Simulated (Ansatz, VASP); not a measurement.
One calculation of Tc, two programs

```xyz
1
Lattice="0.0000 1.9500 1.9890 1.9500 0.0000 1.9890 1.9500 1.9500 0.0000" Properties=species:S:1:pos:R:3 pbc="T T T"
Tc    0.0000    0.0000    0.0000
```

Change from the starting cell: zz strain of +2 %.

Alike in both runs: task single point; functional PBEsol; k mesh 18 × 18 × 18; occupations fermi-dirac, width 0.03 eV; no spin polarisation.

|  | VASP | Ansatz |
| --- | --- | --- |
| version | VASP 6.6.1 | Ansatz 0.2.0 |
| potentials or method | VASP PAW PBE potentials, release 64 (Tc_pv), cutoff 520 eV | all-electron LAPW, scalar-relativistic |

```csv
,VASP,Ansatz,Ansatz less VASP
pressure (GPa),-20.5,-20.0,+0.57
"traceless stress, the component that is largest in VASP (GPa)",-2.74,-2.75,-0.011
```

VASP's potentials were made for PBE, not for PBEsol. Ansatz ran all-electron here, and VASP with PAW potentials.
